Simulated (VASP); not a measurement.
# SiC (Cmc2_1) in VASP: single point with HSE06

Aim: the single point of SiC with HSE06.

Everything below comes from runs of VASP 6.6.1. Logs are shortened: lines on timing, memory, paths and dates and some standing lists are left out, and cuts for length are marked.

### Step 1. The cell of the first run

Symmetry: Cmc2_1, No. 36, orthorhombic system. The conventional cell has a = 3.091 Å, b = 5.327 Å, c = 5.048 Å, α = 90.00°, β = 90.00°, γ = 90.00°. Si (site symmetry m) has 4 C at 1.88 to 1.90 Å within 2.5 Å. Within 2.5 Å of C (site symmetry m) lie 4 Si at 1.88 to 1.90 Å.

### Step 2. Single point, HSE06 (uniaxial x strain +0.5%)

The input, POSCAR:

```
SiC
1.0
    3.0907330245      0.0000000000      0.0000000000
   -1.5453665123      2.6633366324      0.0000000000
    0.0000000000      0.0000000000      5.0481080951
Si C
2 2
Direct
    0.3332318153      0.6664636306     -0.0005302416
    0.6667681847      0.3335363694      0.4994697584
    0.3329701665      0.6659403330      0.3755302416
    0.6670298335      0.3340596670      0.8755302416
```

The input, INCAR.step1:

```
PREC = Accurate
ENCUT = 520
EDIFF = 1E-5
ISMEAR = 0
SIGMA = 0.01
LREAL = F
LASPH = T
NELM = 80
ALGO = Normal
ISIF = 2
LWAVE = T
LCHARG = F
NBANDS = 16
GGA = PE
```

The input, INCAR.step2:

```
PREC = Accurate
ENCUT = 520
EDIFF = 1E-6
ISMEAR = 0
SIGMA = 0.01
LREAL = F
LASPH = T
NELM = 80
ALGO = Normal
ISIF = 2
LWAVE = F
LCHARG = F
GGA = PE
LHFCALC = T
HFSCREEN = 0.2079
PRECFOCK = Normal
NBANDS = 16
ISTART = 1
```

The input, KPOINTS:

```
Automatic mesh
0
Gamma
  6 6 4
```

Potentials or basis: VASP PAW PBE potentials, release 64 (Si, C).

The run is started by

```sh
$ cat potpaw_PBE.64/Si/POTCAR potpaw_PBE.64/C/POTCAR > POTCAR
$ cp INCAR.step1 INCAR
$ mpirun -np 1 vasp_std > vasp.out
$ cp INCAR.step2 INCAR
$ mpirun -np 1 vasp_std > vasp.out
```

OUTCAR:

```text
PREC = Accurate
   ENCUT = 520
   EDIFF = 1E-6
   ISMEAR = 0
   LREAL = F
   LASPH = T
   NELM = 80
   ISIF = 2
   GGA = PE
   LHFCALC = T
   HFSCREEN = 0.2079
   PRECFOCK = Normal
   ISTART = 1

 ion  position               nearest neighbor table
   1  0.333  0.666  0.999-   4 1.88   4 1.89   4 1.89   3 1.90   2 3.09   2 3.09   2 3.09   2 3.09
                             2 3.09   2 3.09
   2  0.667  0.334  0.499-   3 1.88   3 1.89   3 1.89   4 1.90   1 3.09   1 3.09   1 3.09   1 3.09
                             1 3.09   1 3.09
   3  0.333  0.666  0.376-   2 1.88   2 1.89   2 1.89   1 1.90
   4  0.667  0.334  0.876-   1 1.88   1 1.89   1 1.89   2 1.90

  Warning from LATTYP: Monoclinic adjustment (A1->A3, A2->A1, A3->A2)!
  LATTYP: Found a base centered orthorhombic cell.
 ALAT       =     3.0907330245
 B/A-ratio  =     1.7234336394
 C/A-ratio  =     1.6333044799

  Lattice vectors:

 A1 = (   1.5453665123,  -2.6633366324,   0.0000000000)
 A2 = (   1.5453665122,   2.6633366324,   0.0000000000)
 A3 = (   0.0000000000,   0.0000000000,   5.0481080951)

Analysis of symmetry for initial positions (statically):
=====================================================================
 Subroutine PRICEL returns:
 Original cell was already a primitive cell.

 Routine SETGRP: Setting up the symmetry group for a
 base centered orthorhombic supercell.

 Subroutine GETGRP returns: Found  4 space group operations
 (whereof  2 operations were pure point group operations)
 out of a pool of  8 trial point group operations.

The static configuration has the point symmetry C_1h.
 The point group associated with its full space group is C_2v.

Analysis of symmetry for dynamics (positions and initial velocities):
=====================================================================
 Subroutine PRICEL returns:
 Original cell was already a primitive cell.

 Routine SETGRP: Setting up the symmetry group for a
 base centered orthorhombic supercell.

 Subroutine GETGRP returns: Found  4 space group operations
 (whereof  2 operations were pure point group operations)
 out of a pool of  8 trial point group operations.

The dynamic configuration has the point symmetry C_1h.
 The point group associated with its full space group is C_2v.

 Subroutine INISYM returns: Found  4 space group operations
 (whereof  2 operations are pure point group operations),
 and found     1 'primitive' translations

----------------------------------------------------------------------------------------

                                     Primitive cell

  volume of cell :      41.5543

  direct lattice vectors                    reciprocal lattice vectors
     3.090733024  0.000000000  0.000000000     0.323547842  0.187734436  0.000000000
    -1.545366512  2.663336632  0.000000000     0.000000000  0.375468872  0.000000000
     0.000000000  0.000000000  5.048108095     0.000000000  0.000000000  0.198094015

  length of vectors
     3.090733024  3.079207637  5.048108095     0.374068743  0.375468872  0.198094015

  position of ions in fractional coordinates (direct lattice)
     0.333231815  0.666463631  0.999469758
     0.666768185  0.333536369  0.499469758
     0.332970166  0.665940333  0.375530242
     0.667029834  0.334059667  0.875530242

  ion indices of the primitive-cell ions
   primitive index   ion index
                 1           1
                 2           2
                 3           3
                 4           4

----------------------------------------------------------------------------------------

 KPOINTS: Automatic mesh

Automatic generation of k-mesh.
 Grid dimensions read from file:
 generate k-points for:    6    6    4

 Generating k-lattice:

  Cartesian coordinates                     Fractional coordinates (reciprocal lattice)
     0.053924640  0.031289073  0.000000000     0.166666667  0.000000000  0.000000000
     0.000000000  0.062578145  0.000000000     0.000000000  0.166666667  0.000000000
     0.000000000  0.000000000  0.049523504     0.000000000  0.000000000  0.250000000

  Length of vectors
     0.062344790  0.062578145  0.049523504

  Shift w.r.t. Gamma in fractional coordinates (k-lattice)
     0.000000000  0.000000000  0.000000000

 Subroutine IBZKPT returns following result:
 ===========================================

 Found     39 irreducible k-points:

 Following reciprocal coordinates:
            Coordinates               Weight
  0.000000  0.000000  0.000000      1.000000
  0.166667 -0.000000  0.000000      4.000000
  0.333333  0.000000  0.000000      4.000000
  0.500000 -0.000000  0.000000      2.000000
  0.000000  0.166667  0.000000      2.000000
  0.166667  0.166667  0.000000      4.000000
[... 16 lines left out ...]
  0.000000  0.333333  0.250000      4.000000
  0.166667  0.333333  0.250000      8.000000
 [... further k-points ...]
   k-points           NKPTS =     39   k-points in BZ     NKDIM =    144   number of bands    NBANDS=     16
   number of dos      NEDOS =    301   number of ions     NIONS =      4
   total plane-waves  NPLWV =  23040
   dimension x,y,z NGX =    24 NGY =   24 NGZ =   40
   dimension x,y,z NGXF=    48 NGYF=   48 NGZF=   80
   ions per type =               2   2
   NGX,Y,Z   is equivalent  to a cutoff of  12.91, 12.96, 13.17 a.u.
   NGXF,Y,Z  is equivalent  to a cutoff of  25.82, 25.92, 26.35 a.u.
 SYSTEM =  unknown system
   PREC   = accura    normal or accurate (medium, high low for compatibility)
   ISTART =      1    job   : 0-new  1-cont  2-samecut
   ICHARG =      0    charge: 1-file 2-atom 10-const
   ISPIN  =      1    spin polarized calculation?
   LNONCOLLINEAR =      F non collinear calculations
   LSORBIT =      F    spin-orbit coupling
   LASPH  =      T    aspherical Exc in radial PAW
   ENCUT  =  520.0 eV  38.22 Ry    6.18 a.u.   5.75  5.73  9.39*2*pi/ulx,y,z
   NELM   =     80;   NELMIN=  2; NELMDL=  0     # of ELM steps
   EDIFF  = 0.1E-05   stopping-criterion for ELM
   LREAL  =      F    real-space projection
   EDIFFG = 0.1E-04   stopping-criterion for IOM
   NSW    =      0    number of steps for IOM
   IBRION =     -1    ionic relax: 0-MD 1-quasi-New 2-CG
   NFREE  =      0    steps in history (QN), initial steepest desc. (CG)
   ISIF   =      2    stress and relaxation
   ISYM   =      3    0-nonsym 1-usesym 2-fastsym
   POTIM  = 0.5000    time-step for ionic-motion
   TEBEG  =    0.0;   TEEND  =   0.0 temperature during run
   PSTRESS=    0.0 pullay stress
   NELECT =      16.0000    total number of electrons
   NUPDOWN=      -1.0000    fix difference up-down
   EMIN   =  10.00;   EMAX   =-10.00  energy-range for DOS
   EFERMI =   0.00;   METHOD = LEGACY
   ISMEAR =     0;   SIGMA  =   0.01  broadening in eV -4-tet -1-fermi 0-gaus
   EFERMI_NEDOS =   21; number of points for ismear=-14 and -15
   IALGO  =     38    algorithm
   IMIX   =      1    mixing-type and parameters
     AMIX     =   0.40;   BMIX     =  1.00
     AMIX_MAG =   1.60;   BMIX_MAG =  1.00
  volume/ion in A,a.u.               =      10.39        70.11
  Fermi-wavevector in a.u.,A,eV,Ry     =   1.190994  2.250652 19.299398  1.418466
  Thomas-Fermi vector in A             =   2.327065
   LORBIT       =      0    0 simple, 1 ext, 2 COOP (PROOUT), +10 PAW based schemes
   GGA     = PE    functional components
   LHFCALC =     T    Hartree Fock is set to
   PRECFOCK=normal    Normal, Fast or Accurate (Low or Medium for compatibility)
   ENCUT4O =  -1.0   cutoff for four orbital integrals eV
   NKREDX  =     1    reduce k-point grid by
   NKREDY  =     1    reduce k-point grid by
   NKREDZ  =     1    reduce k-point grid by
   AEXX    =    0.2500 exact exchange contribution
   HFSCREEN=    0.2079 screening length (either q_TF or 0.3 A-1)
   HFSCREENC=   0.2079 screening length for correlation (either q_TF or 0.3 A-1)
   ENCUTFOCK=  -1.0 apply spherical cutoff to Coloumb kernel
   IVDW    =     0    specifies the selected vdW correction
   LEPSILON=     F    determine dielectric tensor
   LRPA    =     F    only Hartree local field effects (RPA)
 non-spin polarized calculation
 Gauss-broadening in eV      SIGMA  =   0.01
  energy-cutoff  :      520.00
  volume of cell :       41.55
 maximum number of plane-waves:      1136
  NGX = 18; NGY = 18; NGZ = 30

 number of electron      16.0000000 magnetization

 Free energy of the ion-electron system (eV)
  ---------------------------------------------------
  ext. energy  EPLUGINS =         0.00000000
  ---------------------------------------------------
  free energy    TOTEN  =       -34.82676527 eV

  energy without entropy =      -34.82676527  energy(sigma->0) =      -34.82676527

 E-fermi :   7.7421     XC(G=0):  -9.3351

 val. band max:        7.6314551156   @ k =   0.0000   0.0000   0.0000
 cond. band min:      10.7980203015   @ k =   0.3333   0.3333   0.0000
 fundamental gap:      3.1665651859
 Fermi energy:         7.7421015954

 k-point     1 :       0.0000    0.0000    0.0000
  band No.  band energies     occupation
      1      -9.5199      2.00000
      2      -5.6718      2.00000
      3      -1.8850      2.00000
      4       6.1099      2.00000
      5       6.1670      2.00000
      6       7.5146      2.00000
[... 8 lines left out ...]
     15      17.9603      0.00000
     16      20.5425      0.00000

 k-point     2 :       0.1667   -0.0000    0.0000
  band No.  band energies     occupation
      1      -9.0036      2.00000
      2      -5.2400      2.00000
      3      -1.4084      2.00000
      4       3.7849      2.00000
      5       5.4146      2.00000
      6       5.8783      2.00000
[... 8 lines left out ...]
     15      18.4602      0.00000
     16      18.9408      0.00000

 k-point     3 :       0.3333    0.0000    0.0000
  band No.  band energies     occupation
      1      -7.5297      2.00000
      2      -4.2299      2.00000
      3      -0.5298      2.00000
      4       0.8402      2.00000
      5       2.8015      2.00000
      6       4.3846      2.00000
[... 8 lines left out ...]
     15      20.0027      0.00000
     16      21.3460      0.00000
[... 362 lines left out ...]
 k-point    23 :       0.0000    0.3333    0.2500
  band No.  band energies     occupation
      1      -7.2022      2.00000
      2      -5.0286      2.00000
      3      -0.2403      2.00000
      4       1.8249      2.00000
      5       2.3025      2.00000
      6       4.5649      2.00000
[... 8 lines left out ...]
     15      20.8292      0.00000
     16      20.9860      0.00000

 k-point    24 :       0.1667    0.3333    0.2500
  band No.  band energies     occupation
      1      -5.9282      2.00000
      2      -4.3053      2.00000
      3      -0.9616      2.00000
      4       0.5552      2.00000
      5       2.3047      2.00000
      6       3.3608      2.00000
[... 8 lines left out ...]
     15      20.7294      0.00000
     16      21.4224      0.00000

 [... further k-points ...]

------------------------ aborting loop because EDIFF is reached ----------------------------------------

  FORCE on cell =-STRESS in cart. coord.  units (eV):
  Direction    XX          YY          ZZ          XY          YZ          ZX
  --------------------------------------------------------------------------------------
  -------------------------------------------------------------------------------------
  Total       -1.0423947     -0.5029611     -0.5454133      0.0000000      0.0000000      0.0000000
  in kB      -40.1907918    -19.3922752    -21.0290715      0.0000000      0.0000000      0.0000000
  external PRESSURE =     -26.8707128 kB  Pullay stress =       0.0000000 kB

 VOLUME and BASIS-vectors are now :
 -----------------------------------------------------------------------------
  energy-cutoff  :      520.00
  volume of cell :       41.55
      direct lattice vectors                 reciprocal lattice vectors
     3.090733024  0.000000000  0.000000000     0.323547842  0.187734436  0.000000000
    -1.545366512  2.663336632  0.000000000     0.000000000  0.375468872  0.000000000
     0.000000000  0.000000000  5.048108095     0.000000000  0.000000000  0.198094015

 POSITION                                       TOTAL-FORCE (eV/Angst)
 -----------------------------------------------------------------------------------
     -0.00000      1.77502      5.04543        -0.000000      0.004538     -0.018772
      1.54537      0.88832      2.52138         0.000000     -0.004538     -0.018772
     -0.00000      1.77362      1.89572        -0.000000      0.000972      0.018772
      1.54537      0.88971      4.41977         0.000000     -0.000972      0.018772
 -----------------------------------------------------------------------------------
    total drift:                               -0.000000     -0.000000     -0.000068

  FREE ENERGIE OF THE ION-ELECTRON SYSTEM (eV)
  ---------------------------------------------------
  free  energy   TOTEN  =       -34.8267652714 eV

  energy  without entropy=      -34.8267652714  energy(sigma->0) =      -34.82676527
```

It took 59 min on 1 thread of Oxide Virtual Turin-like, shared host; peak memory 0.25 GiB.

What came out:

```yaml
Free_energy: -34.8268 eV
Pressure: -2.7 GPa
Largest_force: 0.019 eV/Å
Band_gap_on_the_k_mesh: 3.17 eV (least direct gap 5.01 eV)
```

Forces on the atoms (eV/Å):
```
Si   0.000  0.005 -0.019
Si   0.000 -0.005 -0.019
C    0.000  0.001  0.019
C    0.000 -0.001  0.019
```

Caveat: the cell differs from its parent crystal (uniaxial x strain +0.5%); the PAW data sets were made with another functional, which shifts forces and pressure a little. A k mesh can miss the band edges.
